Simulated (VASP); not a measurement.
# BN in VASP: further runs

Runs on BN. Level: PBEsol. Tasks: single point.

All numbers are computed with VASP 6.6.1; they aren't measurements. Logs are shortened: lines on timing, memory, paths and dates and some standing lists are left out, and cuts for length are marked.

**1. The cell of the first run**

Symmetry: P6_3mc, No. 186, hexagonal system. The conventional cell has a = 2.554 Å, b = 2.554 Å, c = 4.227 Å, α = 90.00°, β = 90.00°, γ = 120.00°. B (site symmetry 3m) has 4 N at 1.57 to 1.58 Å within 2.1 Å. N (site symmetry 3m) has 4 B at 1.57 to 1.58 Å within 2.1 Å.

**2. Single point, PBEsol**

Input file INCAR:

```
PREC     = Accurate       # precision mode
ENCUT    = 520            # plane-wave cutoff, eV
EDIFF    = 1E-7           # SCF threshold, eV
ISMEAR   = 0              # smearing method
SIGMA    = 0.1            # smearing width, eV
LREAL    = Auto         
LASPH    = True           # aspherical terms in the spheres
NELM     = 60             # most SCF steps
ALGO     = Normal         # electronic algorithm
ISIF     = 2              # what is computed and relaxed
LWAVE    = False          # write WAVECAR
LCHARG   = False          # write CHGCAR
GGA      = PS             # functional
NBANDS   = 46             # bands
ISYM     = 0
```

Input file KPOINTS:

```
Automatic mesh
0
Gamma
  4 4 4
  0.5 0.5 0.5
```

Input file POSCAR:

```
BN
1.0
    1.2769698009     -2.2117765748     -4.2268550000
    1.2769698009     -2.2117765748      4.2268550000
   -5.1078792034     -0.0000000001      0.0000000000
B N
8 8
Direct
    0.8334713333      0.8331953333      0.1666666667
    0.3334713333      0.3331953333      0.1666666667
    0.8334713333      0.8331953333      0.6666666667
    0.3334713333      0.3331953333      0.6666666667
    0.9168046667      0.4165286667      0.3333333333
    0.4168046667      0.9165286667      0.3333333333
    0.9168046667      0.4165286667      0.8333333333
    0.4168046667      0.9165286667      0.8333333333
    0.0206953333      0.6459713333      0.1666666667
    0.5206953333      0.1459713333      0.1666666667
    0.0206953333      0.6459713333      0.6666666667
    0.5206953333      0.1459713333      0.6666666667
    0.1040286667      0.2293046667      0.3333333333
    0.6040286667      0.7293046667      0.3333333333
    0.1040286667      0.2293046667      0.8333333333
    0.6040286667      0.7293046667      0.8333333333
```

Potentials or basis: VASP PAW PBE potentials, release 64 (B, N).

Command:

```console
> cat potpaw_PBE.64/B/POTCAR potpaw_PBE.64/N/POTCAR > POTCAR
> mpirun -np 1 vasp_std > vasp.out
```

OUTCAR:

```text
PREC = Accurate
   ENCUT = 520
   EDIFF = 1E-7
   ISMEAR = 0
   LREAL = Auto
   LASPH = True
   NELM = 60
   ISIF = 2
   GGA = PS
   ISYM = 0

 ion  position               nearest neighbor table
   1  0.833  0.833  0.167-  14 1.57  16 1.57  13 1.57   9 1.58
   2  0.333  0.333  0.167-  13 1.57  15 1.57  14 1.57  10 1.58
   3  0.833  0.833  0.667-  16 1.57  14 1.57  15 1.57  11 1.58
   4  0.333  0.333  0.667-  15 1.57  13 1.57  16 1.57  12 1.58
   5  0.917  0.417  0.333-   9 1.57  11 1.57  10 1.57  13 1.58
   6  0.417  0.917  0.333-  10 1.57  12 1.57   9 1.57  14 1.58
[... 8 lines left out ...]
  15  0.104  0.229  0.833-   4 1.57   2 1.57   3 1.57   7 1.58
  16  0.604  0.729  0.833-   3 1.57   1 1.57   4 1.57   8 1.58

IMPORTANT INFORMATION: All symmetrisations will be switched off!
NOSYMM: (Re-)initialisation of all symmetry stuff for point group C_1.

----------------------------------------------------------------------------------------

                                     Primitive cell

  volume of cell :      95.5057

  direct lattice vectors                    reciprocal lattice vectors
     1.276969801 -2.211776575 -4.226855000     0.000000000 -0.226062617 -0.118291259
     1.276969801 -2.211776575  4.226855000     0.000000000 -0.226062617  0.118291259
    -5.107879203 -0.000000000  0.000000000    -0.195775969 -0.113031308  0.000000000

  length of vectors
     4.938513003  4.938513003  5.107879203     0.255141390  0.255141390  0.226062617

  position of ions in fractional coordinates (direct lattice)
     0.833471333  0.833195333  0.166666667
     0.333471333  0.333195333  0.166666667
     0.833471333  0.833195333  0.666666667
     0.333471333  0.333195333  0.666666667
     0.916804667  0.416528667  0.333333333
     0.416804667  0.916528667  0.333333333
[... 8 lines left out ...]
     0.104028667  0.229304667  0.833333333
     0.604028667  0.729304667  0.833333333

  ion indices of the primitive-cell ions
   primitive index   ion index
                 1           1
                 2           2
                 3           3
                 4           4
                 5           5
                 6           6
[... 8 lines left out ...]
                15          15
                16          16

----------------------------------------------------------------------------------------

 KPOINTS: Automatic mesh

Automatic generation of k-mesh.
 Grid dimensions read from file:
 generate k-points for:    4    4    4

 Generating k-lattice:

  Cartesian coordinates                     Fractional coordinates (reciprocal lattice)
[... 67 lines left out ...]
   ISYM   =      0    0-nonsym 1-usesym 2-fastsym
   POTIM  = 0.5000    time-step for ionic-motion
   TEBEG  =    0.0;   TEEND  =   0.0 temperature during run
   PSTRESS=    0.0 pullay stress
   NELECT =      64.0000    total number of electrons
   NUPDOWN=      -1.0000    fix difference up-down
   EMIN   =  10.00;   EMAX   =-10.00  energy-range for DOS
   EFERMI =   0.00;   METHOD = LEGACY
   ISMEAR =     0;   SIGMA  =   0.10  broadening in eV -4-tet -1-fermi 0-gaus
   EFERMI_NEDOS =   21; number of points for ismear=-14 and -15
   IALGO  =     38    algorithm
   IMIX   =      4    mixing-type and parameters
     AMIX     =   0.40;   BMIX     =  1.00
     AMIX_MAG =   1.60;   BMIX_MAG =  1.00
  volume/ion in A,a.u.               =       5.97        40.28
  Fermi-wavevector in a.u.,A,eV,Ry     =   1.432600  2.707222 27.923836  2.052344
  Thomas-Fermi vector in A             =   2.552210
   LORBIT       =      0    0 simple, 1 ext, 2 COOP (PROOUT), +10 PAW based schemes
   GGA     = PS    functional components
   LHFCALC =     F    Hartree Fock is set to
   AEXX    =    0.0000 exact exchange contribution
   IVDW    =     0    specifies the selected vdW correction
   LEPSILON=     F    determine dielectric tensor
   LRPA    =     F    only Hartree local field effects (RPA)
 non-spin polarized calculation
 Gauss-broadening in eV      SIGMA  =   0.10
  energy-cutoff  :      520.00
  volume of cell :       95.51
 maximum number of plane-waves:      2586
 NGX is ok and might be reduce to    40
   NGX = 19   NGY = 19   NGZ = 19

 number of electron      64.0000005 magnetization

 Free energy of the ion-electron system (eV)
  ---------------------------------------------------
  ext. energy  EPLUGINS =         0.00000000
  ---------------------------------------------------
  free energy    TOTEN  =      -146.48802736 eV

  energy without entropy =     -146.48802736  energy(sigma->0) =     -146.48802736

 E-fermi :   7.7314     XC(G=0): -12.9557

 val. band max:        7.1983299976   @ k =  -0.1250   0.1250   0.1250
 cond. band min:      12.4398472743   @ k =  -0.3750  -0.3750   0.3750
 fundamental gap:      5.2415172768
 Fermi energy:         7.7314458668

 k-point     1 :       0.1250    0.1250    0.1250
  band No.  band energies     occupation
      1     -12.3297      2.00000
      2      -9.8625      2.00000
      3      -9.1984      2.00000
      4      -9.1984      2.00000
      5      -8.3276      2.00000
      6      -7.8215      2.00000
[... 1117 lines left out ...]
     43      17.6883      0.00000
     44      17.6883      0.00000

 [... further k-points ...]

 [bands above 44 left out]

------------------------ aborting loop because EDIFF is reached ----------------------------------------

  FORCE on cell =-STRESS in cart. coord.  units (eV):
  Direction    XX          YY          ZZ          XY          YZ          ZX
  --------------------------------------------------------------------------------------
  -------------------------------------------------------------------------------------
  Total       -3.0773645     -3.0697690     -3.4536418     -0.0065763     -0.0000005      0.0000001
  in kB      -51.6250283    -51.4976086    -57.9373535     -0.1103222     -0.0000080      0.0000025
  external PRESSURE =     -53.6866635 kB  Pullay stress =       0.0000000 kB

 VOLUME and BASIS-vectors are now :
 -----------------------------------------------------------------------------
  energy-cutoff  :      520.00
  volume of cell :       95.51
      direct lattice vectors                 reciprocal lattice vectors
     1.276969801 -2.211776575 -4.226855000     0.000000000 -0.226062617 -0.118291259
     1.276969801 -2.211776575  4.226855000     0.000000000 -0.226062617  0.118291259
    -5.107879203 -0.000000000  0.000000000    -0.195775969 -0.113031308  0.000000000

 POSITION                                       TOTAL-FORCE (eV/Angst)
 -----------------------------------------------------------------------------------
      1.27697     -3.68629     -0.00117         0.001026      0.000591      0.010285
     -0.00000     -1.47452     -0.00117         0.001026      0.000593      0.010279
     -1.27697     -3.68629     -0.00117         0.001027      0.000593      0.010282
     -2.55394     -1.47452     -0.00117         0.001028      0.000594      0.010281
      0.00000     -2.94904     -2.11459        -0.001030     -0.000587      0.010285
      0.00000     -2.94904      2.11226        -0.001025     -0.000600      0.010286
[... 8 lines left out ...]
     -3.83091     -0.73726      0.52952         0.000952      0.000548     -0.010276
     -2.55394     -2.94904      0.52952         0.000955      0.000553     -0.010281
 -----------------------------------------------------------------------------------
    total drift:                               -0.000000      0.000000      0.001890

  FREE ENERGIE OF THE ION-ELECTRON SYSTEM (eV)
  ---------------------------------------------------
  free  energy   TOTEN  =      -146.4880273633 eV

  energy  without entropy=     -146.4880273633  energy(sigma->0) =     -146.48802736
```

OSZICAR:

```text
N       E                     dE             d eps       ncg     rms          rms(c)
DAV:   1     0.244647536641E+03    0.24465E+03   -0.34094E+04  2944   0.137E+03
DAV:   2    -0.138331135365E+03   -0.38298E+03   -0.36514E+03  3690   0.311E+02
DAV:   3    -0.153816393540E+03   -0.15485E+02   -0.15402E+02  3840   0.629E+01
DAV:   4    -0.153962352366E+03   -0.14596E+00   -0.14570E+00  3744   0.631E+00
DAV:   5    -0.153964547342E+03   -0.21950E-02   -0.21936E-02  3736   0.717E-01    0.184E+01
DAV:   6    -0.147273720952E+03    0.66908E+01   -0.18227E+01  3510   0.178E+01    0.887E+00
DAV:   7    -0.146654434101E+03    0.61929E+00   -0.10209E+00  3560   0.469E+00    0.530E+00
DAV:   8    -0.146492938323E+03    0.16150E+00   -0.29400E-01  3498   0.242E+00    0.487E-01
DAV:   9    -0.146487695276E+03    0.52430E-02   -0.15372E-02  3680   0.607E-01    0.229E-01
DAV:  10    -0.146488051005E+03   -0.35573E-03   -0.12127E-03  3632   0.168E-01    0.567E-02
DAV:  11    -0.146488022205E+03    0.28801E-04   -0.27834E-04  3712   0.720E-02    0.158E-02
DAV:  12    -0.146488026856E+03   -0.46513E-05   -0.14692E-05  3744   0.204E-02    0.537E-03
DAV:  13    -0.146488027381E+03   -0.52513E-06   -0.80897E-07  3688   0.460E-03    0.192E-03
DAV:  14    -0.146488027363E+03    0.17632E-07   -0.44774E-08  2240   0.124E-03
   1 F= -.14648803E+03 E0= -.14648803E+03  d E =-.159997E-14
```

It took 3.1 min on 1 thread of Intel Xeon Platinum 8559C (Emerald Rapids), shared host; peak memory 0.26 GiB.

What came out:

```yaml
Free_energy: -146.4880 eV
Pressure: -5.4 GPa
Largest_force: 0.010 eV/Å
Band_gap_on_the_k_mesh: 5.24 eV
```

Forces in eV/Å, atoms in the order of the input:
```
B    0.001  0.001  0.010
B    0.001  0.001  0.010
B    0.001  0.001  0.010
B    0.001  0.001  0.010
B   -0.001 -0.001  0.010
B   -0.001 -0.001  0.010
B   -0.001 -0.001  0.010
B   -0.001 -0.001  0.010
N   -0.001 -0.001 -0.010
N   -0.001 -0.001 -0.010
N   -0.001 -0.001 -0.010
N   -0.001 -0.001 -0.010
N    0.001  0.001 -0.010
N    0.001  0.001 -0.010
N    0.001  0.001 -0.010
N    0.001  0.001 -0.010
```

Stress tensor (GPa, compression positive):
```
-5.16 -0.01  0.00
-0.01 -5.15  0.00
 0.00  0.00 -5.79
```

Levels at points of the mesh, in eV from the valence-band top:
| k point | band 29 | band 30 | band 31 | band 32 | band 33 | band 34 | band 35 | band 36 |
| --- | --- | --- | --- | --- | --- | --- | --- | --- |
| (0.12, 0.12, 0.12) | -2.53 | -1.60 | -0.66 | -0.50 | 7.38 | 7.44 | 7.44 | 8.03 |

Caveat: the cell stands under tension; the PAW data sets were made with another functional, which shifts forces and pressure a little; a shifted mesh leaves out Γ, where band edges can lie. A k mesh can miss the band edges.

**3. Single point, PBEsol**

Changes to INCAR since step 2:

```diff
@@ -2,5 +2,5 @@
 ENCUT    = 520            # plane-wave cutoff, eV
-EDIFF    = 1E-7           # SCF threshold, eV
-ISMEAR   = 0              # smearing method
-SIGMA    = 0.1            # smearing width, eV
+EDIFF    = 1E-6           # SCF threshold, eV
+ISMEAR   = -1             # smearing method
+SIGMA    = 0.02           # smearing width, eV
 LREAL    = Auto         
@@ -14,2 +14 @@
 NBANDS   = 46             # bands
-ISYM     = 0
```

KPOINTS is that of step 2.

Input file POSCAR:

```
BN
1.0
    1.2769698009     -2.2117765748     -4.2268550000
    1.2769698009     -2.2117765748      4.2268550000
   -5.1078792034     -0.0000000001      0.0000000000
B N
8 8
Direct
    0.8284954035      0.8280688452      0.1612255275
    0.3372097866      0.3354567101      0.1687214533
    0.8316493098      0.8350258155      0.6699762595
    0.3356476018      0.3297247585      0.6712093755
    0.9156005935      0.4125263220      0.3298889609
    0.4147216764      0.9180372621      0.3299815538
    0.9094444214      0.4147856266      0.8358345236
    0.4185724454      0.9140020260      0.8322609420
    0.0225117306      0.6428750977      0.1636195478
    0.5243861113      0.1514000495      0.1754737110
    0.0238255558      0.6586448245      0.6641412082
    0.5292910339      0.1472587664      0.6684983195
    0.1009305715      0.2150064033      0.3309737581
    0.6054375641      0.7369869076      0.3385654675
    0.1119382224      0.2381043672      0.8340856638
    0.5940672198      0.7197580703      0.8293761560
```

Potentials or basis: VASP PAW PBE potentials, release 64 (B, N).

Command:

```console
> cat potpaw_PBE.64/B/POTCAR potpaw_PBE.64/N/POTCAR > POTCAR
> mpirun -np 1 vasp_std > vasp.out
```

OUTCAR:

```text
PREC = Accurate
   ENCUT = 520
   EDIFF = 1E-6
   ISMEAR = -1
   LREAL = Auto
   LASPH = True
   NELM = 60
   ISIF = 2
   GGA = PS

 ion  position               nearest neighbor table
   1  0.828  0.828  0.161-  13 1.54  16 1.56  14 1.58   9 1.60
   2  0.337  0.335  0.169-  10 1.57  15 1.58  13 1.58  14 1.58
   3  0.832  0.835  0.670-  11 1.56  14 1.56  16 1.57  15 1.60
   4  0.336  0.330  0.671-  15 1.52  16 1.54  13 1.59  12 1.59
   5  0.916  0.413  0.330-  10 1.54   9 1.57  11 1.59  13 1.62
   6  0.415  0.918  0.330-  10 1.53   9 1.56  14 1.57  12 1.57
[... 8 lines left out ...]
  15  0.112  0.238  0.834-   4 1.52   2 1.58   3 1.60   7 1.60
  16  0.594  0.720  0.829-   4 1.54   1 1.56   8 1.56   3 1.57

  LATTYP: Found a face centered orthorhombic cell.
 ALAT       =     5.1078792034
 B/A-ratio  =     1.6550332659
 C/A-ratio  =     1.7320508076

  Lattice vectors:

 A1 = (  -3.8309094025,  -2.2117765749,   4.2268550000)
[... 208 lines left out ...]
 cond. band min:      12.4340008446   @ k =  -0.3750  -0.3750   0.3750
 fundamental gap:      5.2276577234
 Fermi energy:         7.6672236078

 k-point     1 :       0.1250    0.1250    0.1250
  band No.  band energies     occupation
      1     -12.3429      2.00000
      2      -9.8995      2.00000
      3      -9.2398      2.00000
      4      -9.1819      2.00000
      5      -8.3442      2.00000
      6      -7.8525      2.00000
[... 1117 lines left out ...]
     43      17.5344      0.00000
     44      17.5919      0.00000

 [... further k-points ...]

 [bands above 44 left out]

------------------------ aborting loop because EDIFF is reached ----------------------------------------

  FORCE on cell =-STRESS in cart. coord.  units (eV):
  Direction    XX          YY          ZZ          XY          YZ          ZX
  --------------------------------------------------------------------------------------
  -------------------------------------------------------------------------------------
  Total       -3.0312959     -1.9695893     -3.1665772     -0.0756788      0.2259387     -0.1243986
  in kB      -50.8521938    -33.0412939    -53.1216359     -1.2695670      3.7902868     -2.0868776
  external PRESSURE =     -45.6717079 kB  Pullay stress =       0.0000000 kB

 VOLUME and BASIS-vectors are now :
 -----------------------------------------------------------------------------
  energy-cutoff  :      520.00
  volume of cell :       95.51
      direct lattice vectors                 reciprocal lattice vectors
     1.276969801 -2.211776575 -4.226855000     0.000000000 -0.226062617 -0.118291259
     1.276969801 -2.211776575  4.226855000     0.000000000 -0.226062617  0.118291259
    -5.107879203 -0.000000000  0.000000000    -0.195775969 -0.113031308  0.000000000

 POSITION                                       TOTAL-FORCE (eV/Angst)
 -----------------------------------------------------------------------------------
      1.29186     -3.66395     -0.00180        -0.756535     -0.112412     -0.198036
     -0.00283     -1.48779     -0.00741        -0.202739      0.062680      0.382992
     -1.29386     -3.68631      0.01427         0.750119     -0.488744     -0.006879
     -2.57880     -1.47166     -0.02503         0.827162      0.479218      0.174972
      0.01095     -2.93752     -2.12642        -0.570245     -0.550251     -0.011905
      0.01639     -2.94777      2.12744        -0.581434     -0.228284     -0.559343
[... 8 lines left out ...]
     -3.81342     -0.77422      0.53329        -1.281219      1.179708      0.027781
     -2.55864     -2.90589      0.53128         0.152199     -1.213580     -0.160493
 -----------------------------------------------------------------------------------
    total drift:                               -0.001989      0.002796      0.001130

  FREE ENERGIE OF THE ION-ELECTRON SYSTEM (eV)
  ---------------------------------------------------
  free  energy   TOTEN  =      -146.1488271782 eV

  energy  without entropy=     -146.1488271782  energy(sigma->0) =     -146.14882718
```

stdout:

```text
POSCAR found type information on POSCAR B N
 POSCAR found :  2 types and      16 ions
 scaLAPACK will be used
 -----------------------------------------------------------------------------
|                                                                             |
|                                                                             |
|     You enforced a specific xc type in the INCAR file but a different       |
|     I HOPE YOU KNOW WHAT YOU ARE DOING!                                     |
|                                                                             |
 -----------------------------------------------------------------------------

 LDA part: xc-table for (Slater+PW92), standard interpolation
 POSCAR, INCAR and KPOINTS ok, starting setup
 FFT: planning ... GRIDC
 FFT: planning ... GRID_SOFT
 FFT: planning ... GRID
 WAVECAR not read
 entering main loop
```

Run time: 2.7 min. Hardware: 1 thread of Intel Xeon Platinum 8559C (Emerald Rapids), shared host; peak memory 0.28 GiB.

What came out:

| Property | Result |
| --- | --- |
| Free energy | -146.1488 eV |
| Pressure | -4.6 GPa |
| Largest force | 2.181 eV/Å |
| Band gap on the k mesh | 5.23 eV |

Forces on the atoms (eV/Å):
```
B   -0.757 -0.112 -0.198
B   -0.203  0.063  0.383
B    0.750 -0.489 -0.007
B    0.827  0.479  0.175
B   -0.570 -0.550 -0.012
B   -0.581 -0.228 -0.559
B    1.394 -1.397 -0.930
B   -0.254  0.050  0.729
N   -0.409  0.317  0.721
N    1.448  0.379 -0.312
N   -0.906  0.954 -1.148
N   -0.468  0.859  0.821
N    0.487 -1.030  1.183
N    0.370  0.740 -0.713
N   -1.281  1.180  0.028
N    0.152 -1.214 -0.160
```

Levels at points of the mesh, in eV from the valence-band top:
```
           k point  band 29  band 30  band 31  band 32  band 33  band 34  band 35  band 36
(0.12, 0.12, 0.12)    -2.49    -1.63    -0.64    -0.42     7.20     7.40     7.49     7.98
```

Caveat: the cell stands under tension; the atoms stand as in a frame of molecular dynamics; the PAW data sets were made with another functional, which shifts forces and pressure a little; a shifted mesh leaves out Γ, where band edges can lie.

(Continued in part 2 of 2.)
